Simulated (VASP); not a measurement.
# Ge in VASP: single point with PBE

Aim: the single point of Ge with PBE.

Everything below comes from runs of VASP 6.6.1. Logs are shortened: lines on timing, memory, paths and dates and some standing lists are left out, and cuts for length are marked.

### Step 1. The cell of the first run

The cell holds a slab with vacuum, 8 atoms: a = 8.148 Å, b = 4.074 Å, c = 18.921 Å, α = 90.00°, β = 90.00°, γ = 90.00°.

### Step 2. Single point, PBE

Contents of INCAR:

```
SYSTEM = Ge
PREC     = Accurate       ! precision mode
ENCUT    = 410            ! plane-wave cutoff, eV
EDIFF    = 1E-6           ! SCF threshold, eV
ISMEAR   = 0              ! smearing method
SIGMA    = 0.03           ! smearing width, eV
LREAL    = .FALSE.        ! projectors in reciprocal space
LASPH    = .TRUE.         ! aspherical terms in the spheres
NELM     = 120            ! most SCF steps
ALGO     = Normal         ! electronic algorithm
ISIF     = 2              ! what is computed and relaxed
LWAVE    = .FALSE.        ! write WAVECAR
LCHARG   = .TRUE.         ! write CHGCAR
LDIPOL   = .TRUE.       
IDIPOL   = 3            
DIPOL    = 0.5 0.5 0.500
GGA      = PE             ! functional
LELF     = .TRUE.         ! ELF
LVHAR    = .TRUE.       
LVACPOTAV= .TRUE.       
NBANDS   = 66             ! bands
ISYM     = 0            
GGA_COMPAT= .FALSE.      
NELMDL   = -8
```

Contents of KPOINTS:

```
Automatic mesh
0
G
  4 6 1
  0 0 0
```

Contents of POSCAR:

```
Ge
1.0
    8.1480678205      0.0000000000      0.0000000000
    0.0000000000      4.0740339103      0.0000000000
    0.0000000000      0.0000000000     18.9211655255
Ge
8
Direct
   -0.1319964277     -0.0273757783      0.4226543901
    0.5943386266      0.0482083606      0.3671481008
    0.5501082009      0.5496817009      0.4506021182
    0.0090214256      0.4751127371      0.4721295105
    0.2943679769      0.5117936527      0.5297256380
    0.7633280625      0.4723978896      0.5580342682
    0.6106937510      0.9667080304      0.5883270900
    0.3087757343      1.0120374713      0.6121088020
```

Potentials or basis: VASP PAW PBE potentials, release 64 (Ge_d).

On the command line:

```bash
cat potpaw_PBE.64/Ge_d/POTCAR > POTCAR
mpirun -np 1 vasp_std > vasp.out
```

OUTCAR:

```text
SYSTEM = Ge
   PREC = Accurate
   ENCUT = 410
   EDIFF = 1E-6
   ISMEAR = 0
   LREAL = .FALSE.
   LASPH = .TRUE.
   NELM = 120
   ISIF = 2
   GGA = PE
   ISYM = 0
   NELMDL = -8

 ion  position               nearest neighbor table
   1  0.868  0.973  0.423-   2 2.48   4 2.51   4 2.53
   2  0.594  0.048  0.367-   1 2.48   3 2.60   3 2.61
   3  0.550  0.550  0.451-   5 2.57   2 2.60   2 2.61   6 2.69
   4  0.009  0.475  0.472-   1 2.51   1 2.53   5 2.57   6 2.58
   5  0.294  0.512  0.530-   8 2.57   8 2.57   3 2.57   4 2.57
   6  0.763  0.472  0.558-   7 2.44   7 2.47   4 2.58   3 2.69
   7  0.611  0.967  0.588-   6 2.44   6 2.47   8 2.51
   8  0.309  0.012  0.612-   7 2.51   5 2.57   5 2.57

IMPORTANT INFORMATION: All symmetrisations will be switched off!
NOSYMM: (Re-)initialisation of all symmetry stuff for point group C_1.

----------------------------------------------------------------------------------------

                                     Primitive cell

  volume of cell :     628.0976

  direct lattice vectors                    reciprocal lattice vectors
     8.148067820  0.000000000  0.000000000     0.122728483  0.000000000  0.000000000
     0.000000000  4.074033910  0.000000000     0.000000000  0.245456965  0.000000000
     0.000000000  0.000000000 18.921165526     0.000000000  0.000000000  0.052850867

  length of vectors
     8.148067820  4.074033910 18.921165526     0.122728483  0.245456965  0.052850867

  position of ions in fractional coordinates (direct lattice)
     0.868003572  0.972624222  0.422654390
     0.594338627  0.048208361  0.367148101
     0.550108201  0.549681701  0.450602118
     0.009021426  0.475112737  0.472129510
     0.294367977  0.511793653  0.529725638
     0.763328063  0.472397890  0.558034268
     0.610693751  0.966708030  0.588327090
     0.308775734  0.012037471  0.612108802

  ion indices of the primitive-cell ions
   primitive index   ion index
                 1           1
                 2           2
                 3           3
                 4           4
                 5           5
                 6           6
                 7           7
                 8           8

----------------------------------------------------------------------------------------

 KPOINTS: Automatic mesh

Automatic generation of k-mesh.
 Grid dimensions read from file:
 generate k-points for:    4    6    1

 Generating k-lattice:

  Cartesian coordinates                     Fractional coordinates (reciprocal lattice)
     0.030682121  0.000000000  0.000000000     0.250000000  0.000000000  0.000000000
     0.000000000  0.040909494  0.000000000     0.000000000  0.166666667  0.000000000
     0.000000000  0.000000000  0.052850867     0.000000000  0.000000000  1.000000000

  Length of vectors
     0.030682121  0.040909494  0.052850867

  Shift w.r.t. Gamma in fractional coordinates (k-lattice)
     0.000000000  0.000000000  0.000000000

 Subroutine IBZKPT returns following result:
 ===========================================

 Found     14 irreducible k-points:

 Following reciprocal coordinates:
            Coordinates               Weight
  0.000000  0.000000  0.000000      1.000000
  0.250000  0.000000  0.000000      2.000000
  0.500000  0.000000  0.000000      1.000000
  0.000000  0.166667  0.000000      2.000000
  0.250000  0.166667  0.000000      2.000000
 -0.250000  0.166667  0.000000      2.000000
  0.500000  0.166667  0.000000      2.000000
  0.000000  0.333333  0.000000      2.000000
  0.250000  0.333333  0.000000      2.000000
 -0.250000  0.333333  0.000000      2.000000
  0.500000  0.333333  0.000000      2.000000
  0.000000  0.500000  0.000000      1.000000
  0.250000  0.500000  0.000000      2.000000
  0.500000  0.500000  0.000000      1.000000
   k-points           NKPTS =     14   k-points in BZ     NKDIM =     14   number of bands    NBANDS=     66
   number of dos      NEDOS =    301   number of ions     NIONS =      8
   total plane-waves  NPLWV = 190512
   dimension x,y,z NGX =    54 NGY =   28 NGZ =  126
   dimension x,y,z NGXF=   108 NGYF=   56 NGZF=  252
   ions per type =               8
   NGX,Y,Z   is equivalent  to a cutoff of  11.02, 11.43, 11.07 a.u.
   NGXF,Y,Z  is equivalent  to a cutoff of  22.04, 22.85, 22.14 a.u.
 SYSTEM =  Ge
   PREC   = accura    normal or accurate (medium, high low for compatibility)
   ISTART =      0    job   : 0-new  1-cont  2-samecut
   ICHARG =      2    charge: 1-file 2-atom 10-const
   ISPIN  =      1    spin polarized calculation?
   LNONCOLLINEAR =      F non collinear calculations
   LSORBIT =      F    spin-orbit coupling
   LASPH  =      T    aspherical Exc in radial PAW
   ENCUT  =  410.0 eV  30.13 Ry    5.49 a.u.  13.45  6.73 31.24*2*pi/ulx,y,z
   NELM   =    120;   NELMIN=  2; NELMDL= -8     # of ELM steps
   EDIFF  = 0.1E-05   stopping-criterion for ELM
   LREAL  =      F    real-space projection
   EDIFFG = 0.1E-04   stopping-criterion for IOM
   NSW    =      0    number of steps for IOM
   IBRION =     -1    ionic relax: 0-MD 1-quasi-New 2-CG
   NFREE  =      0    steps in history (QN), initial steepest desc. (CG)
   ISIF   =      2    stress and relaxation
   ISYM   =      0    0-nonsym 1-usesym 2-fastsym
   POTIM  = 0.5000    time-step for ionic-motion
   TEBEG  =    0.0;   TEEND  =   0.0 temperature during run
   PSTRESS=    0.0 pullay stress
   NELECT =     112.0000    total number of electrons
   NUPDOWN=      -1.0000    fix difference up-down
   EMIN   =  10.00;   EMAX   =-10.00  energy-range for DOS
   EFERMI =   0.00;   METHOD = LEGACY
   ISMEAR =     0;   SIGMA  =   0.03  broadening in eV -4-tet -1-fermi 0-gaus
   EFERMI_NEDOS =   21; number of points for ismear=-14 and -15
   IALGO  =     38    algorithm
   IMIX   =      4    mixing-type and parameters
     AMIX     =   0.40;   BMIX     =  1.00
     AMIX_MAG =   1.60;   BMIX_MAG =  1.00
  volume/ion in A,a.u.               =      78.51       529.83
  Fermi-wavevector in a.u.,A,eV,Ry     =   0.921450  1.741288 11.552301  0.849070
  Thomas-Fermi vector in A             =   2.046868
   LORBIT       =      0    0 simple, 1 ext, 2 COOP (PROOUT), +10 PAW based schemes
   GGA     = PE    functional components
   LHFCALC =     F    Hartree Fock is set to
   AEXX    =    0.0000 exact exchange contribution
   IVDW    =     0    specifies the selected vdW correction
   LEPSILON=     F    determine dielectric tensor
   LRPA    =     F    only Hartree local field effects (RPA)
 non-spin polarized calculation
 Gauss-broadening in eV      SIGMA  =   0.03
  energy-cutoff  :      410.00
  volume of cell :      628.10
 maximum number of plane-waves:     11894
 NGX is ok and might be reduce to    54
   NGX = 27   NGY = 13   NGZ = 63

 dipolmoment           0.000000      0.000000      0.001627 electrons x Angstroem

 number of electron     111.9999966 magnetization

 dipolmoment           0.000000      0.000000     -0.005770 electrons x Angstroem

 Free energy of the ion-electron system (eV)
  ---------------------------------------------------
  ext. energy  EPLUGINS =         0.00000000
  ---------------------------------------------------
  free energy    TOTEN  =       -32.86379175 eV

  energy without entropy =      -32.86379175  energy(sigma->0) =      -32.86379175

 E-fermi :  -1.8248     XC(G=0):  -3.7238

 val. band max:       -1.9598312114   @ k =   0.5000   0.0000   0.0000
 cond. band min:      -1.5859801556   @ k =   0.2500   0.0000   0.0000
 fundamental gap:      0.3738510558
 Fermi energy:        -1.8248256531

 k-point     1 :       0.0000    0.0000    0.0000
  band No.  band energies     occupation
      1     -26.6463      2.00000
      2     -26.6238      2.00000
      3     -26.6057      2.00000
      4     -26.5861      2.00000
      5     -26.5694      2.00000
      6     -26.5557      2.00000
[... 58 lines left out ...]
     65       1.8768      0.00000
     66       2.0482      0.00000

 k-point     2 :       0.2500    0.0000    0.0000
  band No.  band energies     occupation
      1     -26.6463      2.00000
      2     -26.6238      2.00000
      3     -26.6057      2.00000
      4     -26.5861      2.00000
      5     -26.5694      2.00000
      6     -26.5557      2.00000
[... 58 lines left out ...]
     65       1.9163      0.00000
     66       2.0450      0.00000

 k-point     3 :       0.5000    0.0000    0.0000
  band No.  band energies     occupation
      1     -26.6463      2.00000
      2     -26.6237      2.00000
      3     -26.6057      2.00000
      4     -26.5861      2.00000
      5     -26.5693      2.00000
      6     -26.5557      2.00000
[... 748 lines left out ...]
     65       2.2677      0.00000
     66       2.7744      0.00000

 k-point    14 :       0.5000    0.5000    0.0000
  band No.  band energies     occupation
      1     -26.6504      2.00000
      2     -26.6304      2.00000
      3     -26.6049      2.00000
      4     -26.5843      2.00000
      5     -26.5735      2.00000
      6     -26.5582      2.00000
[... 58 lines left out ...]
     65       2.3017      0.00000
     66       3.3594      0.00000

------------------------ aborting loop because EDIFF is reached ----------------------------------------

  FORCE on cell =-STRESS in cart. coord.  units (eV):
  Direction    XX          YY          ZZ          XY          YZ          ZX
  --------------------------------------------------------------------------------------
  -------------------------------------------------------------------------------------
  Total       -3.2019214     -1.0301019     -0.4186988     -0.4929624     -0.0000004      0.0084940
  in kB       -8.1675929     -2.6276263     -1.0680341     -1.2574688     -0.0000009      0.0216667
  external PRESSURE =      -3.9544178 kB  Pullay stress =       0.0000000 kB

 VOLUME and BASIS-vectors are now :
 -----------------------------------------------------------------------------
  energy-cutoff  :      410.00
  volume of cell :      628.10
      direct lattice vectors                 reciprocal lattice vectors
     8.148067820  0.000000000  0.000000000     0.122728483  0.000000000  0.000000000
     0.000000000  4.074033910  0.000000000     0.000000000  0.245456965  0.000000000
     0.000000000  0.000000000 18.921165526     0.000000000  0.000000000  0.052850867

 POSITION                                       TOTAL-FORCE (eV/Angst)
 -----------------------------------------------------------------------------------
      7.07255      3.96250      7.99711         0.011703      0.005504     -0.000580
      4.84271      0.19640      6.94687        -0.005641     -0.003456     -0.003603
      4.48232      2.23942      8.52592        -0.006591      0.000575     -0.002071
      0.07351      1.93563      8.93324        -0.001746     -0.002863     -0.003722
      2.39853      2.08506     10.02303        -0.000275     -0.001751     -0.002625
      6.21965      1.92457     10.55866        -0.000645      0.000321      0.010405
      4.97597      3.93840     11.13183         0.001781      0.001409      0.001474
      2.51593      0.04904     11.58181         0.001413      0.000261      0.000723
 -----------------------------------------------------------------------------------
    total drift:                                0.000738     -0.004123     -0.001287

  FREE ENERGIE OF THE ION-ELECTRON SYSTEM (eV)
  ---------------------------------------------------
  free  energy   TOTEN  =       -32.8637917494 eV

  energy  without entropy=      -32.8637917494  energy(sigma->0) =      -32.86379175

 vacuum level on the upper side and lower side of the slab         2.676         2.707
```

Wall time 15 min (1 thread of AMD EPYC 7R43 (Zen 3), shared host); peak memory 0.54 GiB.

What came out:

- Free energy: -32.8638 eV
- Largest force: 0.013 eV/Å
- Band gap on the k mesh: 0.37 eV

Forces on the atoms (eV/Å):
```
Ge   0.012  0.006 -0.001
Ge  -0.006 -0.003 -0.004
Ge  -0.007  0.001 -0.002
Ge  -0.002 -0.003 -0.004
Ge   0.000 -0.002 -0.003
Ge  -0.001  0.000  0.010
Ge   0.002  0.001  0.001
Ge   0.001  0.000  0.001
```
